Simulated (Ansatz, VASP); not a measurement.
**Two plane-wave programs on Al3Cu2**

Contents of INCAR:

```
SYSTEM = Al3Cu2
ALGO = Fast ; EDIFF = 1E-7
ENCUT = 520 ; GGA = PS
ISIF = 2 ; ISMEAR = 0
LASPH = .TRUE. ; LCHARG = .FALSE.
LREAL = .FALSE. ; LWAVE = .FALSE.
NBANDS = 24 ; NELM = 60
PREC = Accurate ; SIGMA = 0.15
```

Contents of KPOINTS:

```
k-points
0
G
  12 12 10
  0 0 0
```

The input POSCAR:

```
Al3Cu2
1.0
    4.0985856014      0.0000000000      0.0000000000
   -2.0492928007      3.5494792504      0.0000000000
    0.0000000000      0.0000000000      4.9821008425
Al Cu
3 2
Direct
    0.0000000000      0.0000000000      0.0000000000
    0.3389679627      0.6779359254      0.3515059809
    0.6666666667      0.3333333333      0.6484940191
    0.3333333333      0.6666666667      0.8422899817
    0.6666666667      0.3333333333      0.1577100183
```

Input for Ansatz:

```yaml
crystal:
  lattice:
    - [4.0985856014, 0.0, 0.0]
    - [-2.0492928007, 3.5494792504, 0.0]
    - [0.0, 0.0, 4.9821008425]
  atoms:
    - { symbol: Al, position: [0.0, 0.0, 0.0] }
    - { symbol: Al, position: [0.3389679627, 0.6779359254, 0.3515059809] }
    - { symbol: Al, position: [0.6666666667, 0.3333333333, 0.6484940191] }
    - { symbol: Cu, position: [0.3333333333, 0.6666666667, 0.8422899817] }
    - { symbol: Cu, position: [0.6666666667, 0.3333333333, 0.1577100183] }
basis:
  ecutwfc: 420
kpoints:
  mp_grid: { grid: [12, 12, 10] }
hamiltonian:
  xc: pbesol
scf:
  occupations: { method: gaussian, width: 0.15 }
output:
  forces: true
  stress: true
  eigenvalues: true
```

Alike in both runs: task single point; functional PBEsol; k mesh 12 × 12 × 10; occupations gaussian, width 0.15 eV; no spin polarisation.

```csv
,VASP,Ansatz
version,VASP 6.6.1,Ansatz 0.2.0
potentials or method,"VASP PAW PBE potentials, release 64 (Al, Cu), cutoff 520 eV","scalar-relativistic, plane waves, PAW"
valence electrons in the cell,31,47
```

Ansatz gave:

```
gap on the k mesh at the Fermi level (eV)                     : none
pressure (GPa)                                                : 0.0
traceless stress, the component that is largest in VASP (GPa) : -0.43
rms of the force components (eV/Å)                            : 0.063
```

Problem. What did VASP give for the same quantities?

Solution. gap on the k mesh at the Fermi level (eV): none; pressure (GPa): 0.3; traceless stress, the component that is largest in VASP (GPa): -0.45; rms of the force components (eV/Å): 0.063.

VASP's potentials were made for PBE, not for PBEsol. Atom by atom the forces differ by 0.002 eV/Å (rms over components). A gap of «none» marks a metal or a gap that the smearing closes. VASP's potentials hold 31 valence electrons a cell and Ansatz's 47, so a difference there can come from the potentials and not from the codes.
